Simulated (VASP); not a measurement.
# AlP (F-43m) in VASP: notebook, part 2 of 2

VASP 6.6.1. The steps go on from the part before.

## 4. Elastic constants, LDA

File INCAR:

```
ALGO = Normal
EDIFF = 1E-8
ENCUT = 500
GGA = CA
GGA_COMPAT = False
IBRION = 6
ISIF = 3
ISMEAR = 0
LASPH = True
LCHARG = False
LREAL = False
LWAVE = False
NELM = 120
NFREE = 2
NSW = 1
POTIM = 0.015
PREC = Accurate
SIGMA = 0.01
```

File KPOINTS:

```
k-points
0
Gamma
  8 8 8
```

File POSCAR:

```
AlP
1.0
    0.0000000000      2.5757021276      2.5757021276
    2.5757021276      0.0000000000      2.5757021276
    2.5757021276      2.5757021276      0.0000000000
Al P
1 1
Direct
    0.0000000000      0.0000000000      0.0000000000
    0.7500000000      0.7500000000      0.7500000000
```

Potentials or basis: VASP PAW LDA potentials, release 64 (Al, P).

Launch:

```bash
$ cat potpaw_LDA.64/Al/POTCAR potpaw_LDA.64/P/POTCAR > POTCAR
$ mpirun -np 1 vasp_std > vasp.out
```

OUTCAR:

```text
EDIFF = 1E-8
   ENCUT = 500
   GGA = CA
   IBRION = 6
   ISIF = 3
   ISMEAR = 0
   LASPH = True
   LREAL = False
   NELM = 120
   NFREE = 2
   NSW = 1
   POTIM = 0.015
   PREC = Accurate

 ion  position               nearest neighbor table
   1  0.000  0.000  0.000-   2 2.23   2 2.23   2 2.23   2 2.23
   2  0.750  0.750  0.750-   1 2.23   1 2.23   1 2.23   1 2.23

  LATTYP: Found a face centered cubic cell.
 ALAT       =     5.1514042552

  Lattice vectors:

 A1 = (   0.0000000000,   2.5757021276,   2.5757021276)
 A2 = (   2.5757021276,   0.0000000000,   2.5757021276)
 A3 = (   2.5757021276,   2.5757021276,   0.0000000000)

[... 687 lines left out ...]
  --------------------------------------------------------------------------------
  x     0.00000    -0.00000    -0.00000     0.00000   -16.75277     0.00000
  y    -0.00000     0.00000    -0.00000     0.00000     0.00000   -16.75277
  z    -0.00000    -0.00000     0.00000   -16.75277     0.00000     0.00000

 INTERNAL STRAIN TENSOR FOR ION    2 for displacements in x,y,z  (eV/Angst):
          X           Y           Z          XY          YZ          ZX
  --------------------------------------------------------------------------------
  x     0.00000    -0.00000    -0.00000     0.00000    16.75665     0.00000
  y    -0.00000     0.00000    -0.00000     0.00000     0.00000    16.75665
  z    -0.00000    -0.00000     0.00000    16.75665     0.00000     0.00000

 Eigenvectors and eigenvalues of the dynamical matrix
 ----------------------------------------------------

   1 f  =   15.976900 THz   100.385825 2PiTHz  532.932031 cm-1    66.075121 meV
             X         Y         Z           dx          dy          dz
      0.000000  0.000000  0.000000    -0.000000   -0.731059    0.000000
      3.863553  3.863553  3.863553    -0.000000    0.682314    0.000000
[... 21 lines left out ...]
   6 f/i=    0.000024 THz     0.000150 2PiTHz    0.000799 cm-1     0.000099 meV
             X         Y         Z           dx          dy          dz
      0.000000  0.000000  0.000000     0.680609   -0.047662    0.007217
      3.863553  3.863553  3.863553     0.729232   -0.051067    0.007733

--------------------------------------------------------------------------------------------------------

 ELASTIC MODULI CONTR FROM IONIC RELAXATION (kBar)
 Direction    XX          YY          ZZ          XY          YZ          ZX
 --------------------------------------------------------------------------------
 XX          -0.0000     -0.0000     -0.0000      0.0000      0.0000      0.0000
 YY          -0.0000     -0.0000     -0.0000      0.0000      0.0000      0.0000
 ZZ          -0.0000     -0.0000     -0.0000      0.0000      0.0000      0.0000
 XY           0.0000      0.0000      0.0000   -873.8146      0.0000      0.0000
 YZ           0.0000      0.0000      0.0000      0.0000   -873.8146      0.0000
 ZX           0.0000      0.0000      0.0000      0.0000      0.0000   -873.8146
 --------------------------------------------------------------------------------

 TOTAL ELASTIC MODULI (kBar)
 Direction    XX          YY          ZZ          XY          YZ          ZX
 --------------------------------------------------------------------------------
 XX        1763.9269   1291.5839   1291.5839     -0.0000     -0.0000     -0.0000
 YY        1291.5839   1763.9269   1291.5839     -0.0000     -0.0000      0.0000
 ZZ        1291.5839   1291.5839   1763.9269     -0.0000      0.0000      0.0000
 XY          -0.0000     -0.0000     -0.0000    567.0582      0.0000      0.0000
 YZ          -0.0000     -0.0000      0.0000      0.0000    567.0582      0.0000
 ZX          -0.0000      0.0000      0.0000      0.0000      0.0000    567.0582
 --------------------------------------------------------------------------------
```

Wall time 4.2 min (1 thread of Intel Xeon 6975P-C, shared host); peak memory 0.21 GiB.

What came out:

```yaml
Elastic_constants_C11_C12_C44: 176, 129, 57 GPa
Voigt_bulk_modulus: 145 GPa
Highest_phonon_frequency_at_Γ_LO-TO_splitting_left_out: 533 cm⁻¹
```

Phonon frequencies in cm⁻¹ (negative: imaginary):
| q point | frequencies |
| --- | --- |
| (0.000, 0.000, 0.000) | 0 0 0 533 533 533 |

Elastic tensor in Voigt notation (GPa, in the Cartesian axes of the cell as first typed):
```
176 129 129   0   0   0
129 176 129   0   0   0
129 129 176   0   0   0
  0   0   0  57   0   0
  0   0   0   0  57   0
  0   0   0   0   0  57
```

Clamped-ion elastic tensor (GPa):
```
176 129 129   0   0   0
129 176 129   0   0   0
129 129 176   0   0   0
  0   0   0 144   0   0
  0   0   0   0 144   0
  0   0   0   0   0 144
```

Caveat: the cell is under stress, which shifts elastic constants.

## 5. Elastic constants, LDA

This run uses another cell than the first one, of 20.06 Å³/atom, 1.174 times its volume.

File INCAR:

```
  PREC = Accurate
  ENCUT = 500
  EDIFF = 1E-8
  ISMEAR = 0
  SIGMA = 0.01
  LREAL = False
  LASPH = True
  NELM = 120
  ALGO = Normal
  ISIF = 3
  LWAVE = False
  LCHARG = False
  NBANDS = 11
  IBRION = 6
  NFREE = 2
  POTIM = 0.015
  NSW = 1
  GGA_COMPAT = False
```

File KPOINTS:

```
regular mesh
0
Gamma
  8 8 8
```

File POSCAR:

```
AlP
1.0
    0.0000000000      2.7169259714      2.7169259714
    2.7169259714      0.0000000000      2.7169259714
    2.7169259714      2.7169259714      0.0000000000
Al P
1 1
Direct
    0.0000000000      0.0000000000      0.0000000000
    0.7500000000      0.7500000000      0.7500000000
```

Potentials or basis: VASP PAW LDA potentials, release 64 (Al, P).

Launch:

```bash
$ cat potpaw_LDA.64/Al/POTCAR potpaw_LDA.64/P/POTCAR > POTCAR
$ mpirun -np 1 vasp_std > vasp.out
```

OUTCAR:

```text
PREC = Accurate
   ENCUT = 500
   EDIFF = 1E-8
   ISMEAR = 0
   LREAL = False
   LASPH = True
   NELM = 120
   ISIF = 3
   IBRION = 6
   NFREE = 2
   POTIM = 0.015
   NSW = 1

 ion  position               nearest neighbor table
   1  0.000  0.000  0.000-   2 2.35   2 2.35   2 2.35   2 2.35
   2  0.750  0.750  0.750-   1 2.35   1 2.35   1 2.35   1 2.35

  LATTYP: Found a face centered cubic cell.
[... 783 lines left out ...]
             X         Y         Z           dx          dy          dz
      0.000000  0.000000  0.000000     0.731051    0.000000    0.000000
      4.075389  4.075389  4.075389    -0.682323    0.000000    0.000000
[... 21 lines left out ...]
   6 f/i=    0.000178 THz     0.001117 2PiTHz    0.005931 cm-1     0.000735 meV
             X         Y         Z           dx          dy          dz
      0.000000  0.000000  0.000000    -0.516835    0.076977   -0.438772
      4.075389  4.075389  4.075389    -0.553745    0.082474   -0.470107

--------------------------------------------------------------------------------------------------------

 ELASTIC MODULI CONTR FROM IONIC RELAXATION (kBar)
 Direction    XX          YY          ZZ          XY          YZ          ZX
 --------------------------------------------------------------------------------
 XX          -0.0000      0.0000      0.0000     -0.0000      0.0000     -0.0000
 YY           0.0000     -0.0000     -0.0000     -0.0000     -0.0000     -0.0000
 ZZ           0.0000     -0.0000     -0.0000      0.0000     -0.0000     -0.0000
 XY          -0.0000     -0.0000      0.0000   -292.5107      0.0000      0.0000
 YZ           0.0000     -0.0000     -0.0000      0.0000   -292.5107      0.0000
 ZX          -0.0000     -0.0000     -0.0000      0.0000      0.0000   -292.5107
 --------------------------------------------------------------------------------

 TOTAL ELASTIC MODULI (kBar)
 Direction    XX          YY          ZZ          XY          YZ          ZX
 --------------------------------------------------------------------------------
 XX        1327.7790    691.5880    691.5880     -0.0000      0.0000     -0.0000
 YY         691.5880   1327.7790    691.5880     -0.0000     -0.0000     -0.0000
 ZZ         691.5880    691.5880   1327.7790      0.0000     -0.0000     -0.0000
 XY          -0.0000     -0.0000      0.0000    617.9009      0.0000      0.0000
 YZ           0.0000     -0.0000     -0.0000      0.0000    617.9009      0.0000
 ZX          -0.0000     -0.0000     -0.0000      0.0000      0.0000    617.9009
 --------------------------------------------------------------------------------
```

stdout:

```text
POSCAR found type information on POSCAR AlP
 POSCAR found :  2 types and       2 ions
 scaLAPACK will be used
 LDA part: xc-table for (Slater(with rela. corr.)+CA(PZ))
 , standard interpolation
 POSCAR, INCAR and KPOINTS ok, starting setup
 FFT: planning ... GRIDC
 FFT: planning ... GRID_SOFT
 FFT: planning ... GRID
 WAVECAR not read
 entering main loop
 Found     2 degrees of freedom:
 Adding 6 more for cell shape distortion
 Finite differences POTIM= 0.01500 DOF=   8
 bond charge predicted
 Finite differences progress:
 bond charge predicted
 Finite differences progress:
 bond charge predicted
 Finite differences progress:
 bond charge predicted
 Finite differences progress:
 bond charge predicted
 Finite differences progress:
 bond charge predicted
 Finite differences progress:
 bond charge predicted
 Finite differences progress:
 bond charge predicted
 Finite differences progress:
 bond charge predicted
 Finite differences progress:
 bond charge predicted
 Finite differences progress:
 bond charge predicted
 Finite differences progress:
 bond charge predicted
 Finite differences progress:
 bond charge predicted
 Finite differences progress:
 bond charge predicted
 Finite differences progress:
 bond charge predicted
 Finite differences progress:
 bond charge predicted
 Finite differences progress:
```

Run time: 5.3 min. Hardware: 1 thread of Intel Xeon 6975P-C, shared host; peak memory 0.22 GiB.

What came out:

```yaml
Elastic_constants_C11_C12_C44: 133, 69, 62 GPa
Voigt_bulk_modulus: 90 GPa
Highest_phonon_frequency_at_Γ_LO-TO_splitting_left_out: 441 cm⁻¹
```

Phonon frequencies in cm⁻¹ (negative: imaginary):
```
              q point        frequencies
(0.000, 0.000, 0.000)  0 0 0 441 441 441
```

Elastic tensor in Voigt notation (GPa, in the Cartesian axes of the cell as first typed):
```
133  69  69   0   0   0
 69 133  69   0   0   0
 69  69 133   0   0   0
  0   0   0  62   0   0
  0   0   0   0  62   0
  0   0   0   0   0  62
```

Clamped-ion elastic tensor (GPa):
```
133  69  69   0   0   0
 69 133  69   0   0   0
 69  69 133   0   0   0
  0   0   0  91   0   0
  0   0   0   0  91   0
  0   0   0   0   0  91
```
